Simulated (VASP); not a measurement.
# HfBr (F-43m) in VASP: further runs, part 2 of 2

VASP 6.6.1. The steps go on from the part before.

## (3) Single point, PBE

This run uses another cell than the first one, of 27.62 Å³/atom, 0.983 times its volume.

The input, INCAR:

```
SYSTEM = HfBr
PREC = Accurate ; ENCUT = 520
EDIFF = 1E-6 ; ISMEAR = 0
SIGMA = 0.1 ; LREAL = .False.
LASPH = .True. ; NELM = 80
ALGO = Normal ; ISIF = 2
LWAVE = .False. ; LCHARG = .False.
GGA = PE ; NBANDS = 16
```

The input, KPOINTS:

```
Automatic mesh
0
Gamma
  16 16 16
  0 0 0
```

The input, POSCAR:

```
HfBr
1.0
    0.0000000000      3.0229321659      3.0229321659
    3.0229321659      0.0000000000      3.0229321659
    3.0229321659      3.0229321659      0.0000000000
Hf Br
1 1
Direct
    0.0000000000      0.0000000000      0.0000000000
    0.2500000000      0.2500000000      0.2500000000
```

Potentials or basis: VASP PAW PBE potentials, release 64 (Hf_pv, Br).

The run is started by

```console
> cat potpaw_PBE.64/Hf_pv/POTCAR potpaw_PBE.64/Br/POTCAR > POTCAR
> mpirun -np 1 vasp_std > vasp.out
```

OUTCAR:

```text
SYSTEM = HfBr
   PREC = Accurate
   ENCUT = 520
   EDIFF = 1E-6
   ISMEAR = 0
   LREAL = .False.
   LASPH = .True.
   NELM = 80
   ISIF = 2
   GGA = PE

 ion  position               nearest neighbor table
   1  0.000  0.000  0.000-   2 2.62   2 2.62   2 2.62   2 2.62
   2  0.250  0.250  0.250-   1 2.62   1 2.62   1 2.62   1 2.62

  LATTYP: Found a face centered cubic cell.
 ALAT       =     6.0458643318

  Lattice vectors:

 A1 = (   0.0000000000,   3.0229321659,   3.0229321659)
 A2 = (   3.0229321659,   0.0000000000,   3.0229321659)
 A3 = (   3.0229321659,   3.0229321659,   0.0000000000)

Analysis of symmetry for initial positions (statically):
=====================================================================
 Subroutine PRICEL returns:
 Original cell was already a primitive cell.

 Routine SETGRP: Setting up the symmetry group for a
 face centered cubic supercell.

 Subroutine GETGRP returns: Found 24 space group operations
 (whereof 24 operations were pure point group operations)
 out of a pool of 48 trial point group operations.

The static configuration has the point symmetry T_d .

Analysis of symmetry for dynamics (positions and initial velocities):
=====================================================================
 Subroutine PRICEL returns:
 Original cell was already a primitive cell.

 Routine SETGRP: Setting up the symmetry group for a
 face centered cubic supercell.

 Subroutine GETGRP returns: Found 24 space group operations
 (whereof 24 operations were pure point group operations)
 out of a pool of 48 trial point group operations.

The dynamic configuration has the point symmetry T_d .

 Subroutine INISYM returns: Found 24 space group operations
 (whereof 24 operations are pure point group operations),
 and found     1 'primitive' translations
[... 103 lines left out ...]
   POTIM  = 0.5000    time-step for ionic-motion
   TEBEG  =    0.0;   TEEND  =   0.0 temperature during run
   PSTRESS=    0.0 pullay stress
   NELECT =      17.0000    total number of electrons
   NUPDOWN=      -1.0000    fix difference up-down
   EMIN   =  10.00;   EMAX   =-10.00  energy-range for DOS
   EFERMI =   0.00;   METHOD = LEGACY
   ISMEAR =     0;   SIGMA  =   0.10  broadening in eV -4-tet -1-fermi 0-gaus
   EFERMI_NEDOS =   21; number of points for ismear=-14 and -15
   IALGO  =     38    algorithm
   IMIX   =      4    mixing-type and parameters
     AMIX     =   0.40;   BMIX     =  1.00
     AMIX_MAG =   1.60;   BMIX_MAG =  1.00
  volume/ion in A,a.u.               =      27.62       186.42
  Fermi-wavevector in a.u.,A,eV,Ry     =   1.105230  2.088582 16.619976  1.221534
  Thomas-Fermi vector in A             =   2.241714
   LORBIT       =      0    0 simple, 1 ext, 2 COOP (PROOUT), +10 PAW based schemes
   GGA     = PE    functional components
   LHFCALC =     F    Hartree Fock is set to
   AEXX    =    0.0000 exact exchange contribution
   IVDW    =     0    specifies the selected vdW correction
   LEPSILON=     F    determine dielectric tensor
   LRPA    =     F    only Hartree local field effects (RPA)
 non-spin polarized calculation
 Gauss-broadening in eV      SIGMA  =   0.10
  energy-cutoff  :      520.00
  volume of cell :       55.25
 maximum number of plane-waves:      1524
   NGX = 15   NGY = 15   NGZ = 15

 number of electron      17.0000002 magnetization

 Free energy of the ion-electron system (eV)
  ---------------------------------------------------
  ext. energy  EPLUGINS =         0.00000000
  ---------------------------------------------------
  free energy    TOTEN  =       -10.22098887 eV

  energy without entropy =      -10.20463739  energy(sigma->0) =      -10.21281313

 E-fermi :   4.5775     XC(G=0):  -9.5123

 val. band max:        4.5688649215   @ k =  -0.3125   0.0625   0.0000
 cond. band min:       4.5841190864   @ k =   0.1250   0.0625   0.0000
 fundamental gap:      0.0152541649
 Fermi energy:         4.5774942119

 k-point     1 :       0.0000    0.0000    0.0000
  band No.  band energies     occupation
      1     -27.3645      2.00000
      2     -27.3645      2.00000
      3     -27.3645      2.00000
      4     -14.0991      2.00000
      5      -2.2905      2.00000
      6      -2.2905      2.00000
[... 433 lines left out ...]
      3     -27.3650      2.00000
      4     -14.0662      2.00000
      5      -2.4255      2.00000
      6      -2.2698      2.00000
[... 8 lines left out ...]
     15      10.2455      0.00000
     16      10.3490      0.00000

 [... further k-points ...]
[... 5 lines left out ...]
  --------------------------------------------------------------------------------------
  -------------------------------------------------------------------------------------
  Total       -0.1233180     -0.1233180     -0.1233180     -0.0000000      0.0000000      0.0000000
  in kB       -3.5762007     -3.5762007     -3.5762007     -0.0000000      0.0000000      0.0000000
  external PRESSURE =      -3.5762007 kB  Pullay stress =       0.0000000 kB

 VOLUME and BASIS-vectors are now :
 -----------------------------------------------------------------------------
  energy-cutoff  :      520.00
  volume of cell :       55.25
      direct lattice vectors                 reciprocal lattice vectors
     0.000000000  3.022932166  3.022932166    -0.165402322  0.165402322  0.165402322
     3.022932166  0.000000000  3.022932166     0.165402322 -0.165402322  0.165402322
     3.022932166  3.022932166  0.000000000     0.165402322  0.165402322 -0.165402322

 POSITION                                       TOTAL-FORCE (eV/Angst)
 -----------------------------------------------------------------------------------
      0.00000      0.00000      0.00000        -0.000000      0.000000      0.000000
      1.51147      1.51147      1.51147         0.000000     -0.000000     -0.000000
 -----------------------------------------------------------------------------------
    total drift:                               -0.000000     -0.000000     -0.000000

  FREE ENERGIE OF THE ION-ELECTRON SYSTEM (eV)
  ---------------------------------------------------
  free  energy   TOTEN  =       -10.2209888734 eV

  energy  without entropy=      -10.2046373887  energy(sigma->0) =      -10.21281313
```

OSZICAR:

```text
N       E                     dE             d eps       ncg     rms          rms(c)
DAV:   1     0.687661918491E+02    0.68766E+02   -0.79121E+03  4640   0.900E+02
DAV:   2    -0.652374428180E+01   -0.75290E+02   -0.71227E+02  6576   0.206E+02
DAV:   3    -0.104545739296E+02   -0.39308E+01   -0.39115E+01  5664   0.375E+01
DAV:   4    -0.104874213999E+02   -0.32847E-01   -0.32842E-01  5672   0.431E+00
DAV:   5    -0.104878277099E+02   -0.40631E-03   -0.40631E-03  5752   0.442E-01    0.314E+01
DAV:   6    -0.102398902083E+02    0.24794E+00   -0.42658E-01  4760   0.372E+00    0.191E+01
DAV:   7    -0.102253670162E+02    0.14523E-01   -0.12425E-01  5248   0.213E+00    0.235E+00
DAV:   8    -0.102210052360E+02    0.43618E-02   -0.14010E-02  4736   0.715E-01    0.186E-01
DAV:   9    -0.102209718207E+02    0.33415E-04   -0.11356E-03  5600   0.242E-01    0.778E-02
DAV:  10    -0.102209844751E+02   -0.12654E-04   -0.41606E-05  5136   0.389E-02    0.257E-02
DAV:  11    -0.102209889075E+02   -0.44324E-05   -0.57054E-06  5040   0.157E-02    0.387E-03
DAV:  12    -0.102209888734E+02    0.34069E-07   -0.56782E-07  2504   0.484E-03
   1 F= -.10220989E+02 E0= -.10212813E+02  d E =-.163515E-01
```

Wall time 96 s (1 thread of Intel Xeon Platinum 8259CL at 2.50GHz (Skylake/Cascade Lake), shared host); peak memory 0.27 GiB.

What came out:

```yaml
Free_energy: -10.2210 eV
Pressure: -0.4 GPa
```

Caveat: spin-orbit coupling is left out, which moves the levels of the heavy elements; an odd number of electrons without spin polarisation forces a metal; a magnetic or distorted state may lie lower.
